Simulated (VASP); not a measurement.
## Zr2Si3: single point with PBE

The system is Zr2Si3.

```
Zr Si
1.0
     4.49252    0.00000    0.00000
    -2.24626    3.89064    0.00000
     0.00000    0.00000    5.25721
Zr Si
2 3
Direct
  0.66667 0.33333 0.50000
  0.33333 0.66667 0.00000
  0.00000 0.00000 0.74968
  0.00000 0.00000 0.25032
  0.66667 0.33333 0.00000
```

```json
{"Program": "VASP 6.6.1", "Task": "single point", "Functional": "PBE", "Potentials or basis": "VASP PAW PBE potentials, release 64 (Zr_sv, Si)", "Cutoff": "520 eV", "k mesh": "6 × 6 × 4", "Occupations": "gaussian, width 0.1 eV", "Spin": "collinear spin, ferromagnetic start", "Starting moments": "[1.0, 1.0, 0.0, 0.0, 0.0] μB"}
```

The pressure is 0.1 GPa and the largest force is 0.040 eV/Å. The band gap on the k mesh is zero (filled and empty bands overlap), the net moment is 0.00 μB per cell and the valence electrons inside the program's atomic spheres are Zr 9.78, 9.97; Si 1.60, 1.73.

Forces on the atoms (eV/Å):
```
Zr   0.000  0.000  0.000
Zr   0.000  0.000  0.000
Si   0.000  0.000  0.040
Si   0.000  0.000 -0.040
Si   0.000  0.000  0.000
```

Stress tensor (GPa, compression positive):
```
 0.20  0.00  0.00
 0.00  0.20  0.00
 0.00  0.00 -0.23
```

Levels at points of the mesh, in eV from the Fermi level:
Spin up:
```csv
k point,band 16,band 17,band 18,band 19,band 20,band 21
"(0.00, 0.00, 0.00)",-1.27,-0.85,-0.85,-0.08,-0.08,0.86
"(0.50, 0.00, 0.00)",-2.42,-0.62,-0.36,0.67,1.44,1.70
"(0.00, 0.00, 0.50)",-2.45,-0.42,0.96,0.96,1.03,1.03
"(0.50, 0.00, 0.50)",-2.05,-0.26,-0.07,0.45,0.89,1.33
```
Spin down:
```csv
k point,band 15,band 16,band 17,band 18,band 19,band 20,band 21,band 22
"(0.00, 0.00, 0.00)",-1.27,-1.27,-0.85,-0.85,-0.08,-0.08,0.86,1.94
"(0.50, 0.00, 0.00)",-2.72,-2.42,-0.62,-0.36,0.67,1.44,1.70,2.31
"(0.00, 0.00, 0.50)",-2.45,-2.45,-0.42,0.96,0.96,1.03,1.03,2.16
"(0.50, 0.00, 0.50)",-2.23,-2.05,-0.26,-0.07,0.45,0.89,1.33,1.52
```

Wall time 60 s on 1 thread of Intel(R) Xeon(R) 6975P-C (Granite Rapids), with other jobs on the host, peak memory 0.29 GiB.
